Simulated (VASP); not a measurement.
Write the native input for VASP 6.6.1 that does the following.

```
Task                   : single point
Functional             : PBE
Potentials or basis    : VASP PAW PBE potentials, release 64 (B, N)
Cutoff                 : 520 eV
k mesh                 : 12 × 12 × 12
Occupations            : gaussian, width 0.05 eV
Spin                   : no spin polarisation
Dipole correction      : no
Further INCAR settings : ALGO = Normal; EDIFF = 1e-06; NBANDS = 11
```

The structure of BN lies in POSCAR:

```
BN
1.0
    0.0000000000      1.8679699821      1.6747086086
    1.6747086086      0.0000000000      1.6747086086
    1.6747086086      1.8679699821      0.0000000000
B N
1 1
Direct
    0.0000000000      0.0000000000      0.0000000000
    0.7500000000      0.7500000000      0.7500000000
```

This cell differs from its parent crystal: volume 5.239 Å^3 an atom, c/a of the conventional cell 1.1154.

One way to write it, as run:

INCAR

```
SYSTEM = BN
PREC = Accurate ; ENCUT = 520
EDIFF = 1E-6 ; ISMEAR = 0
SIGMA = 0.05 ; LREAL = .FALSE.
LASPH = .TRUE. ; NELM = 80
ALGO = Normal ; ISIF = 2
LWAVE = .FALSE. ; LCHARG = .TRUE.
GGA = PE ; LELF = .TRUE.
LVHAR = .TRUE. ; NBANDS = 11
```

KPOINTS

```
regular mesh
0
G
  12 12 12
  0 0 0
```

Potentials or basis: VASP PAW PBE potentials, release 64 (B, N).

Command:

```bash
$ cat potpaw_PBE.64/B/POTCAR potpaw_PBE.64/N/POTCAR > POTCAR
$ mpirun -np 1 vasp_std > vasp.out
```

It gave:

```
Pressure               : 60.3 GPa
Band gap on the k mesh : 3.48 eV, indirect (least direct gap 8.70 eV)
```

It took 26 s on 1 thread of Intel Xeon 8259CL, with other jobs on the host, peak memory 0.13 GiB.
